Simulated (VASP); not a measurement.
# CdSe: single point with PBEsol

The system is CdSe.

```
CELL_PARAMETERS angstrom
0.00000 2.84295 2.84295
2.84295 0.00000 2.84295
2.84295 2.84295 0.00000
ATOMIC_POSITIONS crystal
Cd 0.00000 0.00000 0.00000
Se 0.50000 0.50000 0.50000
```

| Property | Result |
| --- | --- |
| Program | VASP 6.6.1 |
| Task | single point |
| Functional | PBEsol |
| Potentials or basis | VASP PAW PBE potentials, release 64 (Cd, Se) |
| Cutoff | 500 eV |
| k mesh | 6 × 6 × 6 |
| Occupations | tetrahedron |
| Spin | no spin polarisation |
| Dipole correction | no |
| Further INCAR settings | ALGO = Normal; EDIFF = 1e-06; NBANDS = 16 |

```
Pressure               : -1.6 GPa
Band gap on the k mesh : zero (bands 9 and 10 overlap by 0.53 eV)
```

Levels at points of the mesh, in eV from the Fermi level:
| k point | band 5 | band 6 | band 7 | band 8 | band 9 | band 10 | band 11 | band 12 | band 13 | band 14 |
| --- | --- | --- | --- | --- | --- | --- | --- | --- | --- | --- |
| (0.00, 0.00, 0.00) | -7.86 | -7.86 | -0.56 | -0.56 | -0.56 | 0.18 | 8.69 | 8.69 | 8.69 | 9.91 |
| (0.50, 0.00, 0.00) | -7.71 | -7.71 | -5.06 | 0.06 | 0.06 | 2.96 | 5.25 | 5.25 | 6.19 | 11.29 |
| (0.50, 0.50, 0.00) | -7.65 | -7.12 | -4.25 | -2.10 | -2.10 | -0.47 | 5.39 | 9.93 | 10.52 | 10.52 |

Run time: 25 s on 1 thread of Intel Xeon 8259CL, with other jobs on the host, peak memory 0.17 GiB.

Caveat: semilocal functionals underestimate gaps, so a narrow gap can read as zero; the PAW data sets were made with another functional, which shifts forces and pressure a little; tetrahedron occupations give inexact forces and stress in metals.
